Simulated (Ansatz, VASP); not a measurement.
## BaTiO3: VASP beside Ansatz

```
Ba Ti O
1.0
     3.93025    0.00000    0.00000
     0.00000    2.79871    2.80734
     0.00000   -2.79871    2.80734
Ba Ti O
1 1 3
Direct
  0.00000 0.00000 0.00000
  0.50000 0.50790 0.50790
  0.00000 0.49210 0.49210
  0.50000 0.50251 0.99371
  0.50000 0.99371 0.50251
```

Change from the starting cell: volume scaled by 0.96, PAW files.

Alike in both runs: task electric field gradients; functional PBE; k mesh 8 × 8 × 8; occupations fermi-dirac, width 0.05 eV; no spin polarisation.

```csv
,VASP,Ansatz
version,VASP 6.6.1,Ansatz 0.2.0
potentials or method,"VASP PAW PBE potentials, release 64 (Ba_sv, Ti_sv, O_h)","PAW with Ansatz's default frozen-core files, scalar-relativistic"
plane-wave cutoff (eV),1000,420
valence electrons in the cell,40,40
```

|  | VASP | Ansatz | Ansatz less VASP |
| --- | --- | --- | --- |
| gap on the k mesh at the Fermi level (eV) | 1.88 | 1.94 | +0.066 |
| rms of the force components (eV/Å) | 0.064 | 0.062 | -0.0015 |
| size of Vzz on the site where it differs most (V/Å²) | 20.8 | 21.6 | +0.77 |

Atom by atom the forces differ by 0.005 eV/Å (rms over components).

Spin-orbit coupling is off throughout.
